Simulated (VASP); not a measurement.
Write the native input for VASP 6.6.1 that does the following.

| Quantity | Value |
| --- | --- |
| Task | relaxation of cell and atoms |
| Functional | PBE |
| Potentials or basis | VASP PAW PBE potentials, release 64 (Be) |
| Cutoff | 600 eV |
| k mesh | 22 × 22 × 22 |
| Occupations | gaussian, width 0.1 eV |
| Spin | no spin polarisation |
| Dipole correction | no |
| Further INCAR settings | ALGO = Normal; EDIFF = 1e-07; IBRION = 2; EDIFFG = -0.01; NSW = 100; ISIF = 3 |

The structure of Be lies in POSCAR:

```
Be
1.0
    0.0000000000      1.5779192498      1.5779192498
    1.5779192498      0.0000000000      1.5779192498
    1.5779192498      1.5779192498      0.0000000000
Be
1
Direct
    0.0000000000      0.0000000000      0.0000000000
```

The input as run:

INCAR

```
PREC = Accurate
ENCUT = 600
EDIFF = 1E-7
ISMEAR = 0
SIGMA = 0.1
LREAL = F
LASPH = T
NELM = 80
ALGO = Normal
ISIF = 3
LWAVE = F
LCHARG = F
GGA = PE
IBRION = 2
NSW = 100
EDIFFG = -0.01
```

KPOINTS

```
regular mesh
0
Gamma
  22 22 22
```

Potentials or basis: VASP PAW PBE potentials, release 64 (Be).

Run with:

```bash
$ cat potpaw_PBE.64/Be/POTCAR > POTCAR
$ mpirun -np 1 vasp_std > vasp.out
```

It gave:

```
Relaxed volume                         : 7.88 Å³/atom
Relaxed cell                           : a = 2.234 Å, b = 2.234 Å, c = 2.234 Å, α = 60.00°, β = 60.00°, γ = 60.00°
Space group after relaxing (to 0.05 Å) : Fm-3m (No. 225)
Energy gained by relaxing              : 0.0 meV/atom
Ionic steps                            : 2
Pressure after relaxing                : 0.1 GPa
Band gap on the k mesh                 : zero (band 1 reaches 8.00 eV, above the bottom of band 2 at 7.30 eV)
```

It took 7.6 s on 1 thread of Intel(R) Xeon(R) 6975P-C (Granite Rapids) (shared host), peak memory 0.12 GiB.
